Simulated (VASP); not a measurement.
# Ga3Se (Pm-3m) in VASP: further runs, part 2 of 2

VASP 6.6.1. Earlier steps stand in the parts before.

### 3 Single point, r2SCAN

This run uses another cell than the first one, of 21.77 Å³/atom, 1.031 times its volume.

Contents of POSCAR:

```
Ga3Se
1.0
    4.4324650000      0.0000000000      0.0000000000
    0.0000000000      4.4324650000      0.0000000000
    0.0000000000      0.0000000000      4.4324650000
Se Ga
1 3
Direct
    0.0000000000      0.0000000000      0.0000000000
    0.5000000000      0.5000000000      0.0000000000
    0.5000000000      0.0000000000      0.5000000000
    0.0000000000      0.5000000000      0.5000000000
```

Contents of INCAR.step1:

```
PREC = Accurate
ENCUT = 520
ISMEAR = 0
SIGMA = 0.02
LREAL = False
LASPH = True
NELM = 100
NBANDS = 30
GGA = PE
ALGO = Normal
EDIFF = 1E-4
LWAVE = True
LCHARG = False
```

Contents of INCAR.step2:

```
PREC = Accurate
ENCUT = 520
EDIFF = 1E-6
ISMEAR = 0
SIGMA = 0.02
LREAL = False
LASPH = True
NELM = 100
ALGO = Normal
ISIF = 2
LWAVE = False
LCHARG = False
METAGGA = R2SCAN
LMIXTAU = True
NBANDS = 30
ISTART = 1
```

Contents of KPOINTS:

```
regular mesh
0
Gamma
  8 8 8
```

Potentials or basis: VASP PAW PBE potentials, release 64 (Se, Ga_d).

Run with:

```console
cat potpaw_PBE.64/Se/POTCAR potpaw_PBE.64/Ga_d/POTCAR > POTCAR
cp INCAR.step1 INCAR
mpirun -np 1 vasp_std > vasp.out
cp INCAR.step2 INCAR
mpirun -np 1 vasp_std > vasp.out
```

OUTCAR:

```text
PREC = Accurate
   ENCUT = 520
   EDIFF = 1E-6
   ISMEAR = 0
   LREAL = False
   LASPH = True
   NELM = 100
   ISIF = 2
   METAGGA = R2SCAN
   ISTART = 1

 ion  position               nearest neighbor table
   1  0.000  0.000  0.000-
   2  0.500  0.500  0.000-
   3  0.500  0.000  0.500-
   4  0.000  0.500  0.500-

  LATTYP: Found a simple cubic cell.
 ALAT       =     4.4324650000

  Lattice vectors:

 A1 = (   4.4324650000,   0.0000000000,   0.0000000000)
 A2 = (   0.0000000000,   4.4324650000,   0.0000000000)
 A3 = (   0.0000000000,   0.0000000000,   4.4324650000)

Analysis of symmetry for initial positions (statically):
=====================================================================
 Subroutine PRICEL returns:
 Original cell was already a primitive cell.

 Routine SETGRP: Setting up the symmetry group for a
 simple cubic supercell.

 Subroutine GETGRP returns: Found 48 space group operations
 (whereof 48 operations were pure point group operations)
 out of a pool of 48 trial point group operations.

The static configuration has the point symmetry O_h .

Analysis of symmetry for dynamics (positions and initial velocities):
=====================================================================
 Subroutine PRICEL returns:
 Original cell was already a primitive cell.

 Routine SETGRP: Setting up the symmetry group for a
 simple cubic supercell.

 Subroutine GETGRP returns: Found 48 space group operations
 (whereof 48 operations were pure point group operations)
 out of a pool of 48 trial point group operations.

The dynamic configuration has the point symmetry O_h .

 Subroutine INISYM returns: Found 48 space group operations
[... 114 lines left out ...]
   EMIN   =  10.00;   EMAX   =-10.00  energy-range for DOS
   EFERMI =   0.00;   METHOD = LEGACY
   ISMEAR =     0;   SIGMA  =   0.02  broadening in eV -4-tet -1-fermi 0-gaus
   EFERMI_NEDOS =   21; number of points for ismear=-14 and -15
   IALGO  =     38    algorithm
   IMIX   =      4    mixing-type and parameters
     AMIX     =   0.40;   BMIX     =  1.00
     AMIX_MAG =   1.60;   BMIX_MAG =  1.00
  volume/ion in A,a.u.               =      21.77       146.92
  Fermi-wavevector in a.u.,A,eV,Ry     =   1.313713  2.482557 23.481488  1.725841
  Thomas-Fermi vector in A             =   2.444016
   LORBIT       =      0    0 simple, 1 ext, 2 COOP (PROOUT), +10 PAW based schemes
   METAGGA = R2SCAN    functional components
   LHFCALC =     F    Hartree Fock is set to
   AEXX    =    0.0000 exact exchange contribution
   IVDW    =     0    specifies the selected vdW correction
   LEPSILON=     F    determine dielectric tensor
   LRPA    =     F    only Hartree local field effects (RPA)
 non-spin polarized calculation
 Gauss-broadening in eV      SIGMA  =   0.02
  energy-cutoff  :      520.00
  volume of cell :       87.08
 maximum number of plane-waves:      2360
 NGX is ok and might be reduce to    36
   NGX = 17   NGY = 17   NGZ = 17

 number of electron      44.9999944 magnetization

 Free energy of the ion-electron system (eV)
  ---------------------------------------------------
  ext. energy  EPLUGINS =         0.00000000
  ---------------------------------------------------
  free energy    TOTEN  =       -48.21093595 eV

  energy without entropy =      -48.21020417  energy(sigma->0) =      -48.21057006

 E-fermi :   4.4990     XC(G=0): -11.0779

 val. band max:        4.4829962055   @ k =   0.3750   0.2500   0.1250
 cond. band min:       4.5118856782   @ k =   0.5000   0.2500   0.2500
 fundamental gap:      0.0288894726
 Fermi energy:         4.4990144602

 k-point     1 :       0.0000    0.0000    0.0000
  band No.  band energies     occupation
      1     -11.0831      2.00000
      2     -11.0626      2.00000
      3     -11.0626      2.00000
      4     -11.0626      2.00000
      5     -11.0136      2.00000
      6     -11.0136      2.00000
[... 781 lines left out ...]
     29      10.1039      0.00000
     30      12.2014      0.00000

 [... further k-points ...]

------------------------ aborting loop because EDIFF is reached ----------------------------------------

  FORCE on cell =-STRESS in cart. coord.  units (eV):
  Direction    XX          YY          ZZ          XY          YZ          ZX
  --------------------------------------------------------------------------------------
  -------------------------------------------------------------------------------------
  Total       -0.8760824     -0.8760824     -0.8760824      0.0000000     -0.0000000     -0.0000000
  in kB      -16.1183137    -16.1183137    -16.1183137      0.0000000     -0.0000000     -0.0000000
  external PRESSURE =     -16.1183137 kB  Pullay stress =       0.0000000 kB

 VOLUME and BASIS-vectors are now :
 -----------------------------------------------------------------------------
  energy-cutoff  :      520.00
  volume of cell :       87.08
      direct lattice vectors                 reciprocal lattice vectors
     4.432465000  0.000000000  0.000000000     0.225608098  0.000000000  0.000000000
     0.000000000  4.432465000  0.000000000     0.000000000  0.225608098  0.000000000
     0.000000000  0.000000000  4.432465000     0.000000000  0.000000000  0.225608098

 POSITION                                       TOTAL-FORCE (eV/Angst)
 -----------------------------------------------------------------------------------
      0.00000      0.00000      0.00000         0.000000      0.000000      0.000000
      2.21623      2.21623      0.00000         0.000000      0.000000      0.000000
      2.21623      0.00000      2.21623         0.000000      0.000000      0.000000
      0.00000      2.21623      2.21623         0.000000      0.000000      0.000000
 -----------------------------------------------------------------------------------
    total drift:                                0.000000      0.000000      0.000000

  FREE ENERGIE OF THE ION-ELECTRON SYSTEM (eV)
  ---------------------------------------------------
  free  energy   TOTEN  =       -48.2109359499 eV

  energy  without entropy=      -48.2102041746  energy(sigma->0) =      -48.21057006
```

OUTCAR.step1:

```text
PREC = Accurate
   ENCUT = 520
   ISMEAR = 0
   LREAL = False
   LASPH = True
[... 1020 lines left out ...]
      0.00000      0.00000      0.00000         0.000000      0.000000      0.000000
      2.21623      2.21623      0.00000         0.000000      0.000000      0.000000
      2.21623      0.00000      2.21623         0.000000      0.000000      0.000000
      0.00000      2.21623      2.21623         0.000000      0.000000      0.000000
 -----------------------------------------------------------------------------------
    total drift:                                0.000000      0.000000      0.000000

  FREE ENERGIE OF THE ION-ELECTRON SYSTEM (eV)
  ---------------------------------------------------
  free  energy   TOTEN  =       -12.4149164665 eV

  energy  without entropy=      -12.4145092967  energy(sigma->0) =      -12.41471288
```

Run time: 3.4 min. Hardware: 1 thread of Intel Xeon 6975P-C, shared host; peak memory 0.26 GiB.

Results:

```yaml
Free_energy: -48.2109 eV
Pressure: -1.6 GPa
```

Caveat: the PAW data sets were made with another functional, which shifts forces and pressure a little.
